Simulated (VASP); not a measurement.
Input of a VASP 6.6.1 run:

The input POSCAR:

```
Hf
1.0
    0.0000000000      3.2348718852      3.2348718852
    3.2348718852      0.0000000000      3.2348718852
    3.2348718852      3.2348718852      0.0000000000
Hf
2
Direct
    0.1250000000      0.1250000000      0.1250000000
    0.8750000000      0.8750000000      0.8750000000
```

Contents of INCAR.step1:

```
  PREC = Accurate
  ENCUT = 550
  ISMEAR = -1
  SIGMA = 0.1
  LREAL = False
  LASPH = True
  NELM = 120
  NBANDS = 17
  GGA = PE
  ALGO = Normal
  EDIFF = 1E-5
  LWAVE = True
  LCHARG = False
  GGA_COMPAT = False
```

INCAR.step2

```
  PREC = Accurate
  ENCUT = 550
  EDIFF = 1E-6
  ISMEAR = -1
  SIGMA = 0.1
  LREAL = False
  LASPH = True
  NELM = 120
  ALGO = Normal
  ISIF = 2
  LWAVE = False
  LCHARG = False
  METAGGA = R2SCAN
  LMIXTAU = True
  NBANDS = 17
  ISTART = 1
  GGA_COMPAT = False
```

KPOINTS

```
regular mesh
0
Gamma
  5 5 5
```

Potentials or basis: VASP PAW PBE potentials, release 64 (Hf_pv).

Launch:

```bash
$ cat potpaw_PBE.64/Hf_pv/POTCAR > POTCAR
$ cp INCAR.step1 INCAR
$ mpirun -np 1 vasp_std > vasp.out
$ cp INCAR.step2 INCAR
$ mpirun -np 1 vasp_std > vasp.out
```

Task: Estimate the pressure.

Result: 0.0 GPa.

Task: What does it give for the band gap on the k mesh?

Result: Zero (bands 10 and 11 overlap by 0.50 eV).

Caveat: the PAW data sets were made with another functional, which shifts forces and pressure a little; spin-orbit coupling is left out, which moves the levels of the heavy elements.
